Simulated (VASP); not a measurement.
# Ti (I4/mmm) in VASP: single point with r2SCAN

Aim: the single point of Ti with r2SCAN.

All numbers are computed with VASP 6.6.1; they aren't measurements. Logs are shortened: lines on timing, memory, paths and dates and some standing lists are left out, and cuts for length are marked.

**1. The cell of the first run**

It takes space group I4/mmm (No. 139, tetragonal). The conventional cell has a = 3.252 Å, b = 3.252 Å, c = 3.496 Å, α = 90.00°, β = 90.00°, γ = 90.00°. Ti (site symmetry 4/mmm) has 14 Ti at 2.89 to 3.50 Å within 3.8 Å.

**2. Single point, r2SCAN (strain +0.0750 x Voigt [1, 0, 0, 0, 0, 0])**

POSCAR reads:

```
Ti
1.0
   -1.7478369846      1.6258948694      1.6258948694
    1.7478369846     -1.6258948694      1.6258948694
    1.7478369846      1.6258948694     -1.6258948694
Ti
1
Direct
    0.0000000000      0.0000000000      0.0000000000
```

INCAR.step1 reads:

```
SYSTEM = Ti
PREC = Accurate ; ENCUT = 520
ISMEAR = 0 ; SIGMA = 0.15
LREAL = .FALSE. ; LASPH = .TRUE.
NELM = 80 ; NBANDS = 12
GGA = PE ; ALGO = Normal
EDIFF = 1E-4 ; LWAVE = .TRUE.
LCHARG = .FALSE.
```

INCAR.step2 reads:

```
SYSTEM = Ti
PREC = Accurate ; ENCUT = 520
EDIFF = 1E-6 ; ISMEAR = 0
SIGMA = 0.15 ; LREAL = .FALSE.
LASPH = .TRUE. ; NELM = 80
ALGO = Normal ; ISIF = 2
LWAVE = .FALSE. ; LCHARG = .TRUE.
METAGGA = R2SCAN ; LMIXTAU = .TRUE.
LELF = .TRUE. ; LVHAR = .TRUE.
NBANDS = 12 ; ISTART = 1
```

KPOINTS reads:

```
Automatic mesh
0
G
  26 26 26
  0 0 0
```

Potentials or basis: VASP PAW PBE potentials, release 64 (Ti_sv).

On the command line:

```bash
> cat potpaw_PBE.64/Ti_sv/POTCAR > POTCAR
> cp INCAR.step1 INCAR
> mpirun -np 1 vasp_std > vasp.out
> cp INCAR.step2 INCAR
> mpirun -np 1 vasp_std > vasp.out
```

OUTCAR:

```text
SYSTEM = Ti
   PREC = Accurate
   ENCUT = 520
   EDIFF = 1E-6
   ISMEAR = 0
   LREAL = .FALSE.
   LASPH = .TRUE.
   NELM = 80
   ISIF = 2
   METAGGA = R2SCAN
   ISTART = 1

 ion  position               nearest neighbor table
   1  0.000  0.000  0.000-

  LATTYP: Found a body centered tetragonal cell.
 ALAT       =     3.2517897388
 C/A-ratio  =     1.0750000000

  Lattice vectors:

 A1 = (  -1.7478369846,   1.6258948694,  -1.6258948694)
 A2 = (  -1.7478369846,  -1.6258948694,   1.6258948694)
 A3 = (   1.7478369846,   1.6258948694,   1.6258948694)

Analysis of symmetry for initial positions (statically):
=====================================================================
 Subroutine PRICEL returns:
 Original cell was already a primitive cell.

 Routine SETGRP: Setting up the symmetry group for a
 body centered tetragonal supercell.

 Subroutine GETGRP returns: Found 16 space group operations
 (whereof 16 operations were pure point group operations)
 out of a pool of 16 trial point group operations.

The static configuration has the point symmetry D_4h.

Analysis of symmetry for dynamics (positions and initial velocities):
=====================================================================
 Subroutine PRICEL returns:
 Original cell was already a primitive cell.

 Routine SETGRP: Setting up the symmetry group for a
 body centered tetragonal supercell.

 Subroutine GETGRP returns: Found 16 space group operations
 (whereof 16 operations were pure point group operations)
 out of a pool of 16 trial point group operations.

The dynamic configuration has the point symmetry D_4h.

 Subroutine INISYM returns: Found 16 space group operations
 (whereof 16 operations are pure point group operations),
 and found     1 'primitive' translations

----------------------------------------------------------------------------------------

                                     Primitive cell

  volume of cell :      18.4819

  direct lattice vectors                    reciprocal lattice vectors
    -1.747836985  1.625894869  1.625894869     0.000000000  0.307522958  0.307522958
     1.747836985 -1.625894869  1.625894869     0.286067868  0.000000000  0.307522958
     1.747836985  1.625894869 -1.625894869     0.286067868  0.307522958  0.000000000

  length of vectors
     2.888252478  2.888252478  2.888252478     0.434903138  0.420006184  0.420006184

  position of ions in fractional coordinates (direct lattice)
     0.000000000  0.000000000  0.000000000

  ion indices of the primitive-cell ions
   primitive index   ion index
                 1           1

----------------------------------------------------------------------------------------

 KPOINTS: Automatic mesh

Automatic generation of k-mesh.
 Grid dimensions read from file:
 generate k-points for:   26   26   26

 Generating k-lattice:

  Cartesian coordinates                     Fractional coordinates (reciprocal lattice)
     0.000000000  0.011827806  0.011827806     0.038461538  0.000000000  0.000000000
     0.011002610  0.000000000  0.011827806    -0.000000000  0.038461538  0.000000000
     0.011002610  0.011827806  0.000000000    -0.000000000  0.000000000  0.038461538

  Length of vectors
     0.016727044  0.016154084  0.016154084

  Shift w.r.t. Gamma in fractional coordinates (k-lattice)
     0.000000000  0.000000000  0.000000000

 Subroutine IBZKPT returns following result:
 ===========================================

 Found   1330 irreducible k-points:

 Following reciprocal coordinates:
            Coordinates               Weight
  0.000000  0.000000  0.000000      1.000000
  0.038462  0.000000  0.000000      4.000000
  0.076923  0.000000  0.000000      4.000000
  0.115385  0.000000  0.000000      4.000000
  0.153846  0.000000  0.000000      4.000000
  0.192308  0.000000  0.000000      4.000000
[... 16 lines left out ...]
  0.307692  0.038462 -0.000000     16.000000
  0.346154  0.038462 -0.000000     16.000000
 [... further k-points ...]
   k-points           NKPTS =   1330   k-points in BZ     NKDIM =   1330   number of bands    NBANDS=     12
   number of dos      NEDOS =    301   number of ions     NIONS =      1
   total plane-waves  NPLWV =  13824
   dimension x,y,z NGX =    24 NGY =   24 NGZ =   24
   dimension x,y,z NGXF=    48 NGYF=   48 NGZF=   48
   ions per type =               1
   NGX,Y,Z   is equivalent  to a cutoff of  13.81, 13.81, 13.81 a.u.
   NGXF,Y,Z  is equivalent  to a cutoff of  27.63, 27.63, 27.63 a.u.
 SYSTEM =  Ti
   PREC   = accura    normal or accurate (medium, high low for compatibility)
   ISTART =      1    job   : 0-new  1-cont  2-samecut
   ICHARG =      0    charge: 1-file 2-atom 10-const
   ISPIN  =      1    spin polarized calculation?
   LNONCOLLINEAR =      F non collinear calculations
   LSORBIT =      F    spin-orbit coupling
   LASPH  =      T    aspherical Exc in radial PAW
   ENCUT  =  520.0 eV  38.22 Ry    6.18 a.u.   5.37  5.37  5.37*2*pi/ulx,y,z
   NELM   =     80;   NELMIN=  2; NELMDL=  0     # of ELM steps
   EDIFF  = 0.1E-05   stopping-criterion for ELM
   LREAL  =      F    real-space projection
   EDIFFG = 0.1E-04   stopping-criterion for IOM
   NSW    =      0    number of steps for IOM
   IBRION =     -1    ionic relax: 0-MD 1-quasi-New 2-CG
   NFREE  =      0    steps in history (QN), initial steepest desc. (CG)
   ISIF   =      2    stress and relaxation
   ISYM   =      2    0-nonsym 1-usesym 2-fastsym
   POTIM  = 0.5000    time-step for ionic-motion
   TEBEG  =    0.0;   TEEND  =   0.0 temperature during run
   PSTRESS=    0.0 pullay stress
   NELECT =      12.0000    total number of electrons
   NUPDOWN=      -1.0000    fix difference up-down
   EMIN   =  10.00;   EMAX   =-10.00  energy-range for DOS
   EFERMI =   0.00;   METHOD = LEGACY
   ISMEAR =     0;   SIGMA  =   0.15  broadening in eV -4-tet -1-fermi 0-gaus
   EFERMI_NEDOS =   21; number of points for ismear=-14 and -15
   IALGO  =     38    algorithm
   IMIX   =      4    mixing-type and parameters
     AMIX     =   0.40;   BMIX     =  1.00
     AMIX_MAG =   1.60;   BMIX_MAG =  1.00
  volume/ion in A,a.u.               =      18.48       124.72
  Fermi-wavevector in a.u.,A,eV,Ry     =   1.417599  2.678873 27.342078  2.009586
  Thomas-Fermi vector in A             =   2.538812
   LORBIT       =      0    0 simple, 1 ext, 2 COOP (PROOUT), +10 PAW based schemes
   METAGGA = R2SCAN    functional components
   LHFCALC =     F    Hartree Fock is set to
   AEXX    =    0.0000 exact exchange contribution
   IVDW    =     0    specifies the selected vdW correction
   LEPSILON=     F    determine dielectric tensor
   LRPA    =     F    only Hartree local field effects (RPA)
 non-spin polarized calculation
 Gauss-broadening in eV      SIGMA  =   0.15
  energy-cutoff  :      520.00
  volume of cell :       18.48
 maximum number of plane-waves:       516
 NGX is ok and might be reduce to    24
   NGX = 11   NGY = 11   NGZ = 11

 number of electron      11.9999998 magnetization

 Free energy of the ion-electron system (eV)
  ---------------------------------------------------
  ext. energy  EPLUGINS =         0.00000000
  ---------------------------------------------------
  free energy    TOTEN  =       -12.80826104 eV

  energy without entropy =      -12.78062257  energy(sigma->0) =      -12.79444180

 E-fermi :   7.4974     XC(G=0): -12.0868

 val. band max:        7.4968661492   @ k =   0.1538   0.5000  -0.0000
 cond. band min:       7.4979588980   @ k =  -0.3077   0.3462   0.0769
 fundamental gap:      0.0010927488
 Fermi energy:         7.4973518702

 k-point     1 :       0.0000    0.0000    0.0000
  band No.  band energies     occupation
      1     -51.5826      2.00000
      2     -26.4509      2.00000
      3     -26.4509      2.00000
      4     -26.4438      2.00000
      5       1.2782      2.00000
      6       8.4087      0.00000
      7       8.4087      0.00000
      8       8.9152      0.00000
      9       9.8730      0.00000
     10      10.4469      0.00000
     11      24.3312      0.00000
     12      25.5915      0.00000

 k-point     2 :       0.0385    0.0000    0.0000
  band No.  band energies     occupation
      1     -51.5810      2.00000
      2     -26.4593      2.00000
      3     -26.4513      2.00000
      4     -26.4467      2.00000
      5       1.3306      2.00000
      6       8.3810      0.00000
      7       8.4445      0.00000
      8       8.9042      0.00000
      9       9.8796      0.00000
     10      10.4213      0.00000
     11      24.3769      0.00000
     12      25.4665      0.00000

 k-point     3 :       0.0769    0.0000    0.0000
  band No.  band energies     occupation
      1     -51.5763      2.00000
      2     -26.4842      2.00000
      3     -26.4553      2.00000
      4     -26.4525      2.00000
      5       1.4864      2.00000
      6       8.3005      0.00000
      7       8.5512      0.00000
      8       8.8657      0.00000
      9       9.8998      0.00000
     10      10.3551      0.00000
     11      24.5091      0.00000
     12      25.1186      0.00000
[... 286 lines left out ...]
 k-point    23 :       0.3077    0.0385   -0.0000
  band No.  band energies     occupation
      1     -51.5012      2.00000
      2     -26.8649      2.00000
      3     -26.5897      2.00000
      4     -26.4747      2.00000
      5       4.2614      2.00000
      6       7.1897      1.99627
      7       7.8833      0.00027
      8      10.2931      0.00000
      9      10.4572      0.00000
     10      10.6103      0.00000
     11      19.4111      0.00000
     12      21.8031      0.00000

 k-point    24 :       0.3462    0.0385   -0.0000
  band No.  band energies     occupation
      1     -51.4902      2.00000
      2     -26.9180      2.00000
      3     -26.6096      2.00000
      4     -26.4775      2.00000
      5       4.6480      2.00000
      6       7.0469      1.99998
      7       7.9321      0.00004
      8      10.4010      0.00000
      9      10.5312      0.00000
     10      10.9746      0.00000
     11      18.3732      0.00000
     12      21.2841      0.00000

 [... further k-points ...]

------------------------ aborting loop because EDIFF is reached ----------------------------------------

  FORCE on cell =-STRESS in cart. coord.  units (eV):
  Direction    XX          YY          ZZ          XY          YZ          ZX
  --------------------------------------------------------------------------------------
  -------------------------------------------------------------------------------------
  Total       -0.5493467     -0.8547495     -0.8547495     -0.0000000      0.0000000     -0.0000000
  in kB      -47.6223945    -74.0975116    -74.0975116     -0.0000000      0.0000000     -0.0000000
  external PRESSURE =     -65.2724726 kB  Pullay stress =       0.0000000 kB

 VOLUME and BASIS-vectors are now :
 -----------------------------------------------------------------------------
  energy-cutoff  :      520.00
  volume of cell :       18.48
      direct lattice vectors                 reciprocal lattice vectors
    -1.747836985  1.625894869  1.625894869     0.000000000  0.307522958  0.307522958
     1.747836985 -1.625894869  1.625894869     0.286067868  0.000000000  0.307522958
     1.747836985  1.625894869 -1.625894869     0.286067868  0.307522958  0.000000000

 POSITION                                       TOTAL-FORCE (eV/Angst)
 -----------------------------------------------------------------------------------
      0.00000      0.00000      0.00000        -0.000000      0.000000     -0.000000
 -----------------------------------------------------------------------------------
    total drift:                               -0.000000     -0.000000      0.000000

  FREE ENERGIE OF THE ION-ELECTRON SYSTEM (eV)
  ---------------------------------------------------
  free  energy   TOTEN  =       -12.8082610395 eV

  energy  without entropy=      -12.7806225668  energy(sigma->0) =      -12.79444180
```

It took 33 min on 1 thread of Oxide Virtual Turin-like, shared host; peak memory 0.35 GiB.

What came out:

```
Free energy            : -12.8083 eV
Pressure               : -6.5 GPa
Band gap on the k mesh : zero (bands 6 and 7 overlap by 1.69 eV)
```

Caveat: the cell differs from its parent crystal (strain +0.0750 x Voigt [1, 0, 0, 0, 0, 0]); the cell stands under tension; the PAW data sets were made with another functional, which shifts forces and pressure a little.
